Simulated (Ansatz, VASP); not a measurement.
MgO2 in VASP and in Ansatz

File POSCAR:

```
MgO2
1.0
    1.5445824779      0.8917651094      3.4939788749
   -1.5445824779      0.8917651094      3.4939788749
    0.0000000000     -1.7835302188      3.4939788749
Mg O
1 2
Direct
    0.0000000000      0.0000000000      0.0000000000
    0.4287860000      0.4287860000      0.4287860000
    0.5712140000      0.5712140000      0.5712140000
```

Contents of INCAR.step1:

```
SYSTEM = MgO2
ALGO = Normal
EDIFF = 1E-4
ENCUT = 520
GGA = PE
ISMEAR = 0
LASPH = .True.
LCHARG = .False.
LREAL = .False.
LWAVE = .True.
NBANDS = 14
NELM = 100
PREC = Accurate
SIGMA = 0.05
```

File INCAR.step2:

```
SYSTEM = MgO2
ALGO = Normal
EDIFF = 1E-6
ENCUT = 520
ISIF = 2
ISMEAR = 0
ISTART = 1
LASPH = .True.
LCHARG = .False.
LMIXTAU = .True.
LREAL = .False.
LWAVE = .False.
METAGGA = R2SCAN
NBANDS = 14
NELM = 100
PREC = Accurate
SIGMA = 0.05
```

The input KPOINTS:

```
k-points
0
Gamma
  12 12 12
  0 0 0
```

Input for Ansatz:

```yaml
crystal:
  lattice:
    - [1.5445824779, 0.8917651094, 3.4939788749]
    - [-1.5445824779, 0.8917651094, 3.4939788749]
    - [0.0, -1.7835302188, 3.4939788749]
  atoms:
    - { symbol: Mg, position: [0.0, 0.0, 0.0] }
    - { symbol: O, position: [0.428786, 0.428786, 0.428786] }
    - { symbol: O, position: [0.571214, 0.571214, 0.571214] }
basis:
  ecutwfc: 500
kpoints:
  mp_grid: { grid: [12, 12, 12] }
hamiltonian:
  xc: r2scan
scf:
  occupations: { method: gaussian, width: 0.05 }
output:
  forces: true
  stress: true
  eigenvalues: true
```

Change from the starting cell: strain -0.0375 x Voigt [1, 1, 0, 0, 0, 0], atoms carried along.

Alike in both runs: task single point; functional r2SCAN; k mesh 12 × 12 × 12; occupations gaussian, width 0.05 eV; no spin polarisation.

|  | VASP | Ansatz |
| --- | --- | --- |
| version | VASP 6.6.1 | Ansatz 0.2.0 |
| potentials or method | VASP PAW PBE potentials, release 64 (Mg, O), cutoff 520 eV | scalar-relativistic, plane waves, PAW |
| valence electrons in the cell | 14 | 22 |

```csv
,VASP,Ansatz,Ansatz less VASP
gap on the k mesh at the Fermi level (eV),2.79,2.82,+0.030
least direct gap on the mesh (eV),2.79,2.82,+0.030
pressure (GPa),3.0,3.4,+0.33
"traceless stress, the component that is largest in VASP (GPa)",-6.90,-8.38,-1.482
rms of the force components (eV/Å),0.230,0.353,+0.1231
```

VASP's potentials were made for PBE, not for r2SCAN. Atom by atom the forces differ by 0.123 eV/Å (rms over components). VASP's potentials hold 14 valence electrons a cell and Ansatz's 22, so a difference there can come from the potentials and not from the codes.
